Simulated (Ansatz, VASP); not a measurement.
# Si2Ge2P in VASP and in Ansatz

```
Si Ge P
1.0
     4.48873    0.00000    0.00000
    -2.24437    3.88736    0.00000
     0.00000    0.00000    7.07611
Si Ge P
2 2 1
Cartesian
  0.0000 0.0000 4.9484
  0.0000 0.0000 2.1277
  0.0000 2.5916 3.5381
  2.2444 1.2958 3.5381
  0.0000 0.0000 0.0000
```

Alike in both runs: functional PBE; k mesh 6 × 6 × 4; occupations gaussian, width 0.1 eV; no spin polarisation.

Ansatz relaxed the structure, and its values are those at the end. VASP's run is a single point on that final structure, the one shown.

|  | VASP | Ansatz |
| --- | --- | --- |
| version | VASP 6.6.1 | Ansatz 0.2.0 |
| potentials or method | VASP PAW PBE potentials, release 64 (Si, Ge_d, P), cutoff 520 eV | scalar-relativistic, plane waves, PAW |
| valence electrons in the cell | 41 | 41 |

```csv
,VASP,Ansatz,Ansatz less VASP
gap on the k mesh at the Fermi level (eV),none,none,-
pressure (GPa),0.0,0.0,+0.04
rms of the force components (eV/Å),0.016,0.006,-0.0099
```

A gap of «none» marks a metal or a gap that the smearing closes.
